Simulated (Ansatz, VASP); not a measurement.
# Bi: VASP beside Ansatz

File POSCAR:

```
Bi
1.0
   -1.9814305318      1.9814305318      1.9814305318
    1.9814305318     -1.9814305318      1.9814305318
    1.9814305318      1.9814305318     -1.9814305318
Bi
1
Direct
    0.0000000000      0.0000000000      0.0000000000
```

The input INCAR.step1:

```
PREC     = Accurate       # precision mode
ENCUT    = 520            # plane-wave cutoff, eV
EDIFF    = 1E-5           # SCF threshold, eV
ISMEAR   = -1             # smearing method
SIGMA    = 0.05           # smearing width, eV
LREAL    = F              # projectors in reciprocal space
LASPH    = T              # aspherical terms in the spheres
NELM     = 150            # most SCF steps
ALGO     = Normal         # electronic algorithm
ISIF     = 2              # what is computed and relaxed
LWAVE    = T              # write WAVECAR
LCHARG   = F              # write CHGCAR
MAGMOM   = 0 0 0          # initial moments
LORBIT   = 11             # projections on sites
LSORBIT  = T              # spin-orbit coupling
GGA_COMPAT= F            
LORBMOM  = T            
NBANDS   = 26             # bands
GGA      = PE             # functional
```

INCAR.step2

```
PREC     = Accurate       # precision mode
ENCUT    = 520            # plane-wave cutoff, eV
EDIFF    = 1E-6           # SCF threshold, eV
ISMEAR   = -1             # smearing method
SIGMA    = 0.05           # smearing width, eV
LREAL    = F              # projectors in reciprocal space
LASPH    = T              # aspherical terms in the spheres
NELM     = 150            # most SCF steps
ALGO     = Normal         # electronic algorithm
ISIF     = 2              # what is computed and relaxed
LWAVE    = F              # write WAVECAR
LCHARG   = F              # write CHGCAR
MAGMOM   = 0 0 0          # initial moments
LORBIT   = 11             # projections on sites
LSORBIT  = T              # spin-orbit coupling
GGA_COMPAT= F            
LORBMOM  = T            
GGA      = PE             # functional
LHFCALC  = T              # exact exchange
AEXX     = 0.25           # exact-exchange fraction
PRECFOCK = Normal       
NBANDS   = 26             # bands
ISTART   = 1
```

File KPOINTS:

```
regular mesh
0
Gamma
  4 4 4
```

Contents of input.yaml:

```yaml
crystal:
  lattice:
    - [-1.9814305318, 1.9814305318, 1.9814305318]
    - [1.9814305318, -1.9814305318, 1.9814305318]
    - [1.9814305318, 1.9814305318, -1.9814305318]
  atoms:
    - { symbol: Bi, position: [0.0, 0.0, 0.0] }
hamiltonian:
  xc: pbe0
  pseudopotentials: { kind: paw_fr }
magnetization:
  noncollinear: true
  spin_orbit: true
kpoints:
  mp_grid: { grid: [4, 4, 4] }
scf:
  occupations: { method: fermi_dirac, width: 0.05 }
output:
  forces: true
  stress: true
  eigenvalues: true
```

Alike in both runs: task single point; functional PBE0; k mesh 4 × 4 × 4; occupations fermi-dirac, width 0.05 eV; non-collinear spin, spin-orbit coupling.

|  | VASP | Ansatz |
| --- | --- | --- |
| version | VASP 6.6.1 | Ansatz 0.2.0 |
| potentials or method | VASP PAW PBE potentials, release 64 (Bi_d) | Ansatz PAW |
| plane-wave cutoff (eV) | 520 | 420 |
| valence electrons in the cell | 15 | 15 |

Ansatz gave:

```
pressure (GPa)           : 1.4
net moment per atom (μB) : 0.00
```

Task: Estimate VASP's values.

Result: Pressure (GPa): 1.0; net moment per atom (μB): 0.02.

The k mesh is coarse, so the values compare programs but aren't converged.
